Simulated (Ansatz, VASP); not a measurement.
## Two plane-wave programs on GdO

```xyz
4
Lattice="0.0000 2.7000 2.7000 5.4000 2.7000 2.7000 5.4000 5.4000 0.0000" Properties=species:S:1:pos:R:3 pbc="T T T"
Gd    0.0000    0.0000    0.0000
Gd    2.7000    2.7000    0.0000
O     1.3500    1.3500    1.3500
O     4.0500    4.0500    1.3500
```

Alike in both runs: task single point; functional LDA; k mesh 6 × 6 × 6; occupations gaussian, width 0.05 eV; collinear spin.

|  | VASP | Ansatz |
| --- | --- | --- |
| version | VASP 6.6.1 | Ansatz 0.2.0 |
| potentials or method | VASP PAW PBE potentials, release 64 (Gd, O), cutoff 520 eV | scalar-relativistic, plane waves, PAW |
| valence electrons in the cell | 48 | 48 |

Ansatz gave:

```
gap on the k mesh at the Fermi level (eV)                     : none
pressure (GPa)                                                : -7.6
net moment per atom (μB)                                      : 3.56
size of the moment on the site where the two differ most (μB) : 6.70
```

Q: Estimate VASP's values.

A: gap on the k mesh at the Fermi level (eV): none; pressure (GPa): -7.5; net moment per atom (μB): 3.46; size of the moment on the site where the two differ most (μB): 6.66.

The net moments are unlike, so the other rows may belong to different states. VASP's potentials were made for PBE, not for LDA. LDA's correlation is that of Perdew and Zunger in VASP and of Perdew and Wang (1992) in Ansatz. Site moments also hang on the region over which each program counts them. A gap of «none» marks a metal or a gap that the smearing closes. Ansatz's warnings: stress scf threshold loose.

Neither program's run includes spin-orbit coupling.
